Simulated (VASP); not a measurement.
## Hf: single point with PBEsol

Hf:

```
Hf
1.0
     3.19670    0.00000    0.00000
    -1.59835    2.76842    0.00000
     0.00000    0.00000    5.05780
Hf
2
Direct
  0.43801 0.74329 0.13137
  0.66667 0.33333 0.75000
```

This cell differs from its parent crystal: atom 1 (Hf) moved by (+0.300, -0.600) A along [1 1 0] and z.

| Quantity | Value |
| --- | --- |
| Program | VASP 6.6.1 |
| Task | single point |
| Functional | PBEsol |
| Potentials or basis | VASP PAW PBE potentials, release 64 (Hf_pv) |
| Cutoff | 520 eV |
| k mesh | 18 × 18 × 10 |
| Occupations | gaussian, width 0.15 eV |
| Spin | no spin polarisation |

The pressure is 10.3 GPa, the largest force is 5.329 eV/Å and the band gap on the k mesh is zero (bands 10 and 11 overlap by 1.15 eV).

Forces on the atoms (eV/Å):
```
Hf  -0.413 -0.488  5.291
Hf   0.413  0.488 -5.291
```

Stress tensor (GPa, compression positive):
```
 0.35 -4.32 -2.43
-4.32  8.63 -3.15
-2.43 -3.15 21.84
```

Levels at points of the mesh, in eV from the Fermi level:
| k point | band 8 | band 9 | band 10 | band 11 | band 12 | band 13 |
| --- | --- | --- | --- | --- | --- | --- |
| (0.00, 0.00, 0.00) | -3.74 | -0.23 | 0.49 | 0.80 | 0.83 | 1.24 |
| (0.50, 0.00, 0.00) | -3.32 | -1.96 | -0.17 | 0.24 | 1.48 | 4.15 |
| (0.00, 0.50, 0.00) | -2.73 | -1.08 | -0.38 | 0.48 | 0.86 | 2.61 |
| (0.50, 0.50, 0.00) | -2.90 | -1.27 | -0.37 | 0.55 | 0.90 | 2.99 |
| (0.00, 0.00, 0.50) | -4.52 | -1.66 | 0.47 | 0.54 | 0.70 | 0.80 |
| (0.50, 0.00, 0.50) | -2.79 | -1.66 | -0.40 | 0.93 | 1.36 | 3.42 |
| (0.00, 0.50, 0.50) | -3.02 | -1.37 | 0.01 | 1.56 | 1.64 | 2.55 |
| (0.50, 0.50, 0.50) | -3.00 | -1.39 | -0.31 | 1.55 | 1.60 | 3.03 |

Run time: 11 min on 1 thread of AMD EPYC 9R45 96-Core Processor (Zen 5) (shared host), peak memory 0.99 GiB.

Caveat: the cell differs from its parent crystal (atom 1 (Hf) moved by (+0.300, -0.600) A along [1 1 0] and z); the cell stands under pressure; the PAW data sets were made with another functional, which shifts forces and pressure a little; spin-orbit coupling is left out, which moves the levels of the heavy elements.
